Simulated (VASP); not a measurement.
Here is a VASP 6.6.1 calculation.

Contents of INCAR:

```
SYSTEM = C
PREC = Accurate
ENCUT = 520
EDIFF = 1E-7
ISMEAR = 0
SIGMA = 0.02
LREAL = .False.
LASPH = .True.
NELM = 100
ALGO = Normal
ISIF = 2
LWAVE = .False.
LCHARG = .False.
NBANDS = 11
```

File KPOINTS:

```
Automatic mesh
0
Gamma
  12 12 12
  0 0 0
```

POSCAR

```
C
1.0
    0.0000000000      1.7834000000      1.7834000000
    1.7834000000      0.0000000000      1.7834000000
    1.7834000000      1.7834000000      0.0000000000
C
2
Direct
    0.5000000000      0.5000000000      0.5000000000
    0.7500000000      0.7500000000      0.7500000000
```

Potentials or basis: VASP PAW LDA potentials, release 64 (C).

The run is started by

```bash
$ cat potpaw_LDA.64/C/POTCAR > POTCAR
$ mpirun -np 1 vasp_std > vasp.out
```

Q: What does it give for the band gap on the k mesh?

A: 4.12 eV, indirect (least direct gap 5.54 eV).

Q: What does it give for the pressure?

A: -11.7 GPa.

A k mesh can miss the band edges. LDA gaps usually lie below the measured ones, often by a third to a half.
